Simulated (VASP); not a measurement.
Set up this calculation in VASP 6.6.1, as the native input.

| Property | Result |
| --- | --- |
| Task | single point |
| Functional | PBEsol |
| Potentials or basis | VASP PAW PBE potentials, release 64 (K_sv, Cl) |
| Cutoff | 520 eV |
| k mesh | 6 × 6 × 6 |
| Occupations | gaussian, width 0.05 eV |
| Spin | no spin polarisation |
| Dipole correction | no |
| Further INCAR settings | ALGO = Normal; EDIFF = 1e-06; NBANDS = 24 |

The structure of KCl lies in POSCAR:

```
KCl
1.0
    0.0000000000     -3.1207041401     -3.2664410234
   -3.1207041401      0.0000000000     -3.2664410234
    3.1207041401      3.1207041401     -6.5328820469
K Cl
2 2
Direct
    0.5000000000      0.5000000000      0.5000000000
    0.0000000000      1.0000000000      0.0000000000
    0.7829885571      0.7648586181      0.7500000000
    0.2170114429      0.2351413819      0.2500000000
```

This cell differs from its parent crystal: atoms displaced along a vibrational mode, the cell strained.

These files were run (other wordings do the same):

INCAR

```
  PREC = Accurate
  ENCUT = 520
  EDIFF = 1E-6
  ISMEAR = 0
  SIGMA = 0.05
  LREAL = F
  LASPH = T
  NELM = 100
  ALGO = Normal
  ISIF = 2
  LWAVE = F
  LCHARG = F
  GGA = PS
  NBANDS = 24
```

KPOINTS

```
Automatic mesh
0
Gamma
  6 6 6
```

Potentials or basis: VASP PAW PBE potentials, release 64 (K_sv, Cl).

Command:

```sh
$ cat potpaw_PBE.64/K_sv/POTCAR potpaw_PBE.64/Cl/POTCAR > POTCAR
$ mpirun -np 1 vasp_std > vasp.out
```

It gave:

```yaml
Pressure: -0.4 GPa
Largest_force: 0.220 eV/Å
Band_gap_on_the_k_mesh: 4.92 eV
```

Caveat: the cell differs from its parent crystal (atoms displaced along a vibrational mode, the cell strained); the PAW data sets were made with another functional, which shifts forces and pressure a little.

It took 2.9 min on 1 thread of Intel(R) Xeon(R) 6975P-C (Granite Rapids), on a shared host, peak memory 0.44 GiB.
